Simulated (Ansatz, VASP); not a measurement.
One calculation of Ti, two programs

```xyz
2
Lattice="3.0036 0.0000 0.0000 -1.5018 2.6012 0.0000 0.0000 0.0000 4.4529" Properties=species:S:1:pos:R:3 pbc="T T T"
Ti    0.0000    1.7341    1.1132
Ti    1.5018    0.8671    3.3397
```

Alike in both runs: task single point; functional r2SCAN; k mesh 18 × 18 × 10; no spin polarisation.

|  | VASP | Ansatz |
| --- | --- | --- |
| version | VASP 6.6.1 | Ansatz 0.2.0 |
| potentials or method | VASP PAW PBE potentials, release 64 (Ti_sv), cutoff 520 eV | scalar-relativistic, plane waves, PAW |
| occupations | methfessel-paxton of order 1, width 0.05 eV | cold, width 0.05 eV |
| valence electrons in the cell | 24 | 24 |

Ansatz gave:

| Quantity | Value |
| --- | --- |
| gap on the k mesh at the Fermi level (eV) | none |
| pressure (GPa) | -0.5 |
| traceless stress, the component that is largest in VASP (GPa) | 5.08 |

Question: What did VASP give for the same quantities?

Answer: gap on the k mesh at the Fermi level (eV): none; pressure (GPa): -0.2; traceless stress, the component that is largest in VASP (GPa): 5.10.

VASP's potentials were made for PBE, not for r2SCAN. A gap of «none» marks a metal or a gap that the smearing closes.
